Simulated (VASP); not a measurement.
# HgSe (F-43m) in VASP: elastic constants with PBEsol

Aim: the elastic constants of HgSe with PBEsol.

Program: VASP 6.6.1. These are calculated values, not measurements. Logs are shortened: lines on timing, memory, paths and dates and some standing lists are left out, and cuts for length are marked.

## Step 1: The cell of the first run

The structure is cubic, space group F-43m (No. 216). The conventional cell has a = 6.134 Å, b = 6.134 Å, c = 6.134 Å, α = 90.00°, β = 90.00°, γ = 90.00°. Hg (site symmetry -43m) has 4 Se at 2.66 Å within 3.5 Å. Se (site symmetry -43m) has 4 Hg at 2.66 Å within 3.5 Å.

## Step 2: Elastic constants, PBEsol

Contents of INCAR:

```
SYSTEM = HgSe
PREC = Accurate
ENCUT = 500
EDIFF = 1E-8
ISMEAR = -1
SIGMA = 0.1
LREAL = .False.
LASPH = .True.
NELM = 120
ALGO = Normal
ISIF = 3
LWAVE = .False.
LCHARG = .False.
GGA = PS
NBANDS = 16
IBRION = 6
NFREE = 2
POTIM = 0.015
NSW = 1
GGA_COMPAT = .False.
```

Contents of KPOINTS:

```
regular mesh
0
Gamma
  14 14 14
  0 0 0
```

Contents of POSCAR:

```
HgSe
1.0
    0.0000000000      3.0670857346      3.0670857346
    3.0670857346      0.0000000000      3.0670857346
    3.0670857346      3.0670857346      0.0000000000
Hg Se
1 1
Direct
    0.0000000000      0.0000000000      0.0000000000
    0.7500000000      0.7500000000      0.7500000000
```

Potentials or basis: VASP PAW PBE potentials, release 64 (Hg, Se).

Run with:

```bash
$ cat potpaw_PBE.64/Hg/POTCAR potpaw_PBE.64/Se/POTCAR > POTCAR
$ mpirun -np 1 vasp_std > vasp.out
```

OUTCAR:

```text
SYSTEM = HgSe
   PREC = Accurate
   ENCUT = 500
   EDIFF = 1E-8
   ISMEAR = -1
   LREAL = .False.
   LASPH = .True.
   NELM = 120
   ISIF = 3
   GGA = PS
   IBRION = 6
   NFREE = 2
   POTIM = 0.015
   NSW = 1

 ion  position               nearest neighbor table
   1  0.000  0.000  0.000-   2 2.66   2 2.66   2 2.66   2 2.66
   2  0.750  0.750  0.750-   1 2.66   1 2.66   1 2.66   1 2.66

  LATTYP: Found a face centered cubic cell.
 ALAT       =     6.1341714692

  Lattice vectors:

 A1 = (   0.0000000000,   3.0670857346,   3.0670857346)
 A2 = (   3.0670857346,   0.0000000000,   3.0670857346)
 A3 = (   3.0670857346,   3.0670857346,   0.0000000000)

Analysis of symmetry for initial positions (statically):
=====================================================================
 Subroutine PRICEL returns:
 Original cell was already a primitive cell.

 Routine SETGRP: Setting up the symmetry group for a
 face centered cubic supercell.

 Subroutine GETGRP returns: Found 24 space group operations
 (whereof 24 operations were pure point group operations)
 out of a pool of 48 trial point group operations.

The static configuration has the point symmetry T_d .

Analysis of symmetry for dynamics (positions and initial velocities):
=====================================================================
 Subroutine PRICEL returns:
 Original cell was already a primitive cell.

 Routine SETGRP: Setting up the symmetry group for a
 face centered cubic supercell.

 Subroutine GETGRP returns: Found 24 space group operations
 (whereof 24 operations were pure point group operations)
 out of a pool of 48 trial point group operations.

The dynamic configuration has the point symmetry T_d .

 Subroutine INISYM returns: Found 24 space group operations
 (whereof 24 operations are pure point group operations),
 and found     1 'primitive' translations

----------------------------------------------------------------------------------------

                                     Primitive cell

  volume of cell :      57.7042

  direct lattice vectors                    reciprocal lattice vectors
     0.000000000  3.067085735  3.067085735    -0.163021201  0.163021201  0.163021201
     3.067085735  0.000000000  3.067085735     0.163021201 -0.163021201  0.163021201
     3.067085735  3.067085735  0.000000000     0.163021201  0.163021201 -0.163021201

  length of vectors
     4.337514243  4.337514243  4.337514243     0.282361003  0.282361003  0.282361003

  position of ions in fractional coordinates (direct lattice)
     0.000000000  0.000000000  0.000000000
     0.750000000  0.750000000  0.750000000

  ion indices of the primitive-cell ions
   primitive index   ion index
                 1           1
                 2           2

----------------------------------------------------------------------------------------

 KPOINTS: regular mesh

Automatic generation of k-mesh.
 Grid dimensions read from file:
 generate k-points for:   14   14   14

 Generating k-lattice:

  Cartesian coordinates                     Fractional coordinates (reciprocal lattice)
    -0.011644371  0.011644371  0.011644371     0.071428571  0.000000000  0.000000000
     0.011644371 -0.011644371  0.011644371     0.000000000  0.071428571  0.000000000
     0.011644371  0.011644371 -0.011644371     0.000000000  0.000000000  0.071428571

  Length of vectors
     0.020168643  0.020168643  0.020168643

  Shift w.r.t. Gamma in fractional coordinates (k-lattice)
     0.000000000  0.000000000  0.000000000

 Subroutine IBZKPT returns following result:
 ===========================================

 Found    104 irreducible k-points:

 Following reciprocal coordinates:
            Coordinates               Weight
  0.000000  0.000000  0.000000      1.000000
  0.071429  0.000000  0.000000      8.000000
  0.142857  0.000000  0.000000      8.000000
  0.214286  0.000000  0.000000      8.000000
  0.285714  0.000000  0.000000      8.000000
  0.357143  0.000000  0.000000      8.000000
[... 47 lines left out ...]
   PSTRESS=    0.0 pullay stress
   NELECT =      18.0000    total number of electrons
   NUPDOWN=      -1.0000    fix difference up-down
   EMIN   =  10.00;   EMAX   =-10.00  energy-range for DOS
   EFERMI =   0.00;   METHOD = LEGACY
   ISMEAR =    -1;   SIGMA  =   0.10  broadening in eV -4-tet -1-fermi 0-gaus
   EFERMI_NEDOS =   21; number of points for ismear=-14 and -15
   IALGO  =     38    algorithm
   IMIX   =      4    mixing-type and parameters
     AMIX     =   0.40;   BMIX     =  1.00
     AMIX_MAG =   1.60;   BMIX_MAG =  1.00
  volume/ion in A,a.u.               =      28.85       194.70
  Fermi-wavevector in a.u.,A,eV,Ry     =   1.110273  2.098112 16.771983  1.232706
  Thomas-Fermi vector in A             =   2.246823
   LORBIT       =      0    0 simple, 1 ext, 2 COOP (PROOUT), +10 PAW based schemes
   GGA     = PS    functional components
   LHFCALC =     F    Hartree Fock is set to
   AEXX    =    0.0000 exact exchange contribution
   IVDW    =     0    specifies the selected vdW correction
   LEPSILON=     F    determine dielectric tensor
   LRPA    =     F    only Hartree local field effects (RPA)
 finite differences with symmetry
 non-spin polarized calculation
  energy-cutoff  :      500.00
  volume of cell :       57.70
 maximum number of plane-waves:      1479
   NGX = 15   NGY = 15   NGZ = 15

--------------------------------------- Ionic step        1  -------------------------------------------

 number of electron      18.0000001 magnetization

 Free energy of the ion-electron system (eV)
  ---------------------------------------------------
  ext. energy  EPLUGINS =         0.00000000
  ---------------------------------------------------
  free energy    TOTEN  =        -4.81129119 eV

  energy without entropy =       -4.80912588  energy(sigma->0) =       -4.81020854

------------------------ aborting loop because EDIFF is reached ----------------------------------------

  FORCE on cell =-STRESS in cart. coord.  units (eV):
  Direction    XX          YY          ZZ          XY          YZ          ZX
  --------------------------------------------------------------------------------------
  -------------------------------------------------------------------------------------
  Total        0.0972369      0.0972369      0.0972369      0.0000000      0.0000000     -0.0000000
  in kB        2.6998152      2.6998152      2.6998152      0.0000000      0.0000000     -0.0000000
  external PRESSURE =       2.6998152 kB  Pullay stress =       0.0000000 kB
[... 89 lines left out ...]
  FREE ENERGIE OF THE ION-ELECTRON SYSTEM (eV)
  ---------------------------------------------------
  free  energy   TOTEN  =        -4.8072659875 eV

  energy  without entropy=       -4.8051973276  energy(sigma->0) =       -4.80623166

[... ionic steps 4 to 14 ...]

--------------------------------------- Ionic step       15  -------------------------------------------

 number of electron      18.0000001 magnetization

------------------------ aborting loop because EDIFF is reached ----------------------------------------
[... 67 lines left out ...]
--------------------------------------- Ionic step       17  -------------------------------------------

 number of electron      18.0000001 magnetization

 Free energy of the ion-electron system (eV)
  ---------------------------------------------------
  ext. energy  EPLUGINS =         0.00000000
  ---------------------------------------------------
  free energy    TOTEN  =        -4.81091167 eV

  energy without entropy =       -4.80874938  energy(sigma->0) =       -4.80983052

 E-fermi :   1.5615     XC(G=0):  -9.1369

 val. band max:        1.3691560313   @ k =   0.0000   0.0000   0.0000
 cond. band min:       1.6251033987   @ k =   0.0714   0.0000   0.0000
 fundamental gap:      0.2559473675
 Fermi energy:         1.5615337773

 k-point     1 :       0.0000    0.0000    0.0000
  band No.  band energies     occupation
      1     -11.9471      2.00000
      2      -5.6711      2.00000
      3      -5.6549      2.00000
      4      -5.6384      2.00000
      5      -4.9458      2.00000
      6      -4.9455      2.00000
[... 433 lines left out ...]
      3      -5.5002      2.00000
      4      -5.4555      2.00000
      5      -4.9775      2.00000
      6      -4.9055      2.00000
[... 8 lines left out ...]
     15      12.2844      0.00000
     16      12.4385      0.00000

 [... further k-points ...]

------------------------ aborting loop because EDIFF is reached ----------------------------------------

  FORCE on cell =-STRESS in cart. coord.  units (eV):
  Direction    XX          YY          ZZ          XY          YZ          ZX
  --------------------------------------------------------------------------------------
  -------------------------------------------------------------------------------------
  Total        0.0975654      0.0993424      0.0993424      0.0000000     -0.0756362      0.0000000
  in kB        2.7089366      2.7582756      2.7582756      0.0000000     -2.1000644      0.0000000
  external PRESSURE =       2.7418292 kB  Pullay stress =       0.0000000 kB
[... 17 lines left out ...]
  FREE ENERGIE OF THE ION-ELECTRON SYSTEM (eV)
  ---------------------------------------------------
  free  energy   TOTEN  =        -4.8109116673 eV

  energy  without entropy=       -4.8087493766  energy(sigma->0) =       -4.80983052

 INTERNAL STRAIN TENSORS FROM STRAINED CELLS
 ============================================

 INTERNAL STRAIN TENSOR FOR ION    1 for displacements in x,y,z  (eV/Angst):
          X           Y           Z          XY          YZ          ZX
  --------------------------------------------------------------------------------
  x    -0.00000    -0.00000     0.00000     0.00000    -5.04162    -0.00000
  y    -0.00000     0.00000     0.00000     0.00000     0.00000    -5.04160
  z    -0.00000    -0.00000    -0.00000    -5.04178    -0.00000     0.00000

 INTERNAL STRAIN TENSORS FROM DISPLACED ATOMS
 ============================================

 INTERNAL STRAIN TENSOR FOR ION    1 for displacements in x,y,z  (eV/Angst):
          X           Y           Z          XY          YZ          ZX
  --------------------------------------------------------------------------------
  x     0.00000     0.00000     0.00000     0.00000    -5.04200     0.00000
  y     0.00000     0.00000     0.00000     0.00000     0.00000    -5.04200
  z     0.00000     0.00000     0.00000    -5.04200     0.00000     0.00000

 INTERNAL STRAIN TENSOR FOR ION    2 for displacements in x,y,z  (eV/Angst):
          X           Y           Z          XY          YZ          ZX
  --------------------------------------------------------------------------------
  x     0.00000    -0.00000    -0.00000     0.00000     5.05192     0.00000
  y     0.00000    -0.00000     0.00000     0.00000     0.00000     5.05192
  z    -0.00000    -0.00000     0.00000     5.05192     0.00000     0.00000

 Eigenvectors and eigenvalues of the dynamical matrix
 ----------------------------------------------------

   1 f  =    3.813646 THz    23.961842 2PiTHz  127.209522 cm-1    15.771964 meV
             X         Y         Z           dx          dy          dz
      0.000000  0.000000  0.000000     0.000000    0.531511    0.000000
      4.600629  4.600629  4.600629     0.000000   -0.847052    0.000000
[... 21 lines left out ...]
   6 f/i=    0.000210 THz     0.001317 2PiTHz    0.006992 cm-1     0.000867 meV
             X         Y         Z           dx          dy          dz
      0.000000  0.000000  0.000000     0.000000    0.000000    0.847052
      4.600629  4.600629  4.600629     0.000000    0.000000    0.531511

--------------------------------------------------------------------------------------------------------

 ELASTIC MODULI CONTR FROM IONIC RELAXATION (kBar)
 Direction    XX          YY          ZZ          XY          YZ          ZX
 --------------------------------------------------------------------------------
 XX          -0.0000      0.0000      0.0000      0.0000     -0.0000     -0.0000
 YY           0.0000     -0.0000     -0.0000      0.0000      0.0000      0.0000
 ZZ           0.0000     -0.0000     -0.0000     -0.0000      0.0000     -0.0000
 XY           0.0000      0.0000     -0.0000   -209.7507     -0.0000     -0.0000
 YZ          -0.0000      0.0000      0.0000     -0.0000   -209.7507      0.0000
 ZX          -0.0000      0.0000     -0.0000     -0.0000      0.0000   -209.7507
 --------------------------------------------------------------------------------

 TOTAL ELASTIC MODULI (kBar)
 Direction    XX          YY          ZZ          XY          YZ          ZX
 --------------------------------------------------------------------------------
 XX         622.5785    475.5306    475.5306      0.0000     -0.0000     -0.0000
 YY         475.5306    622.5785    475.5306      0.0000      0.0000      0.0000
 ZZ         475.5306    475.5306    622.5785     -0.0000      0.0000     -0.0000
 XY           0.0000      0.0000     -0.0000    220.2079     -0.0000     -0.0000
 YZ          -0.0000      0.0000      0.0000     -0.0000    220.2079      0.0000
 ZX          -0.0000      0.0000     -0.0000     -0.0000      0.0000    220.2079
 --------------------------------------------------------------------------------
```

Run time: 36 min. Hardware: 1 thread of AMD EPYC 9R45 (Zen 5), shared host; peak memory 1 GiB.

What came out:

- Elastic constants C11, C12, C44: 62, 48, 22 GPa
- Voigt bulk modulus: 52 GPa
- Highest phonon frequency at Γ, LO-TO splitting left out: 127 cm⁻¹

Phonon frequencies in cm⁻¹ (negative: imaginary):
```
              q point        frequencies
(0.000, 0.000, 0.000)  0 0 0 127 127 127
```

Elastic tensor in Voigt notation (GPa, in the Cartesian axes of the cell as first typed):
```
62 48 48  0  0  0
48 62 48  0  0  0
48 48 62  0  0  0
 0  0  0 22  0  0
 0  0  0  0 22  0
 0  0  0  0  0 22
```

Clamped-ion elastic tensor (GPa):
```
62 48 48  0  0  0
48 62 48  0  0  0
48 48 62  0  0  0
 0  0  0 43  0  0
 0  0  0  0 43  0
 0  0  0  0  0 43
```

Caveat: the PAW data sets were made with another functional, which shifts forces and pressure a little; spin-orbit coupling is left out, which moves the levels of the heavy elements.
